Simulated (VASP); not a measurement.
Wanted: the native input for a VASP 6.6.1 run.

```yaml
Task: relaxation of cell and atoms
Functional: PBE
Potentials_or_basis: VASP PAW PBE potentials, release 64 (Be, S)
Cutoff: 600 eV
k_mesh: 12 × 12 × 12
Occupations: gaussian, width 0.1 eV
Spin: no spin polarisation
Dipole_correction: no
Further_INCAR_settings: ALGO = Normal; EDIFF = 1e-07; IBRION = 2; EDIFFG = -0.01; NSW = 100; ISIF = 3
```

The structure of Be2S lies in POSCAR:

```
Be2S
1.0
   -2.2939152662      2.2939152662      3.1788656585
    2.2939152662     -2.2939152662      3.1788656585
    2.2939152662      2.2939152662     -3.1788656585
Be S
4 2
Direct
    0.3177727670      0.1822272330      0.5000000000
    0.8177727670      0.3177727670      0.1355455340
    0.6822272330      0.8177727670      0.5000000000
    0.1822272330      0.6822272330      0.8644544660
    0.7500000000      0.7500000000      0.0000000000
    0.2500000000      0.2500000000      0.0000000000
```

One way to write it, as run:

INCAR

```
ALGO     = Normal         # electronic algorithm
EDIFF    = 1E-7           # SCF threshold, eV
EDIFFG   = -0.01          # ionic threshold
ENCUT    = 600            # plane-wave cutoff, eV
GGA      = PE             # functional
IBRION   = 2              # ionic algorithm
ISIF     = 3              # what is computed and relaxed
ISMEAR   = 0              # smearing method
LASPH    = T              # aspherical terms in the spheres
LCHARG   = F              # write CHGCAR
LREAL    = F              # projectors in reciprocal space
LWAVE    = F              # write WAVECAR
NELM     = 60             # most SCF steps
NSW      = 100            # ionic steps
PREC     = Accurate       # precision mode
SIGMA    = 0.1            # smearing width, eV
```

KPOINTS

```
k-points
0
Gamma
  12 12 12
```

Potentials or basis: VASP PAW PBE potentials, release 64 (Be, S).

Command:

```console
$ cat potpaw_PBE.64/Be/POTCAR potpaw_PBE.64/S/POTCAR > POTCAR
$ mpirun -np 1 vasp_std > vasp.out
```

Results of the run:

```json
{
 "Relaxed volume": "11.19 Å³/atom",
 "Relaxed cell": "a = 4.550 Å, b = 4.550 Å, c = 4.550 Å, α = 119.42°, β = 119.42°, γ = 91.00°",
 "Space group after relaxing (to 0.1 Å)": "I4/mcm (No. 140)",
 "Energy gained by relaxing": "0.1 meV/atom",
 "Ionic steps": "2",
 "Pressure after relaxing": "0.0 GPa",
 "Band gap on the k mesh": "zero (bands 10 and 11 overlap by 2.54 eV)"
}
```

Run time: 110 s on 1 thread of Intel(R) Xeon(R) 6975P-C (Granite Rapids), on a shared host, peak memory 0.32 GiB.
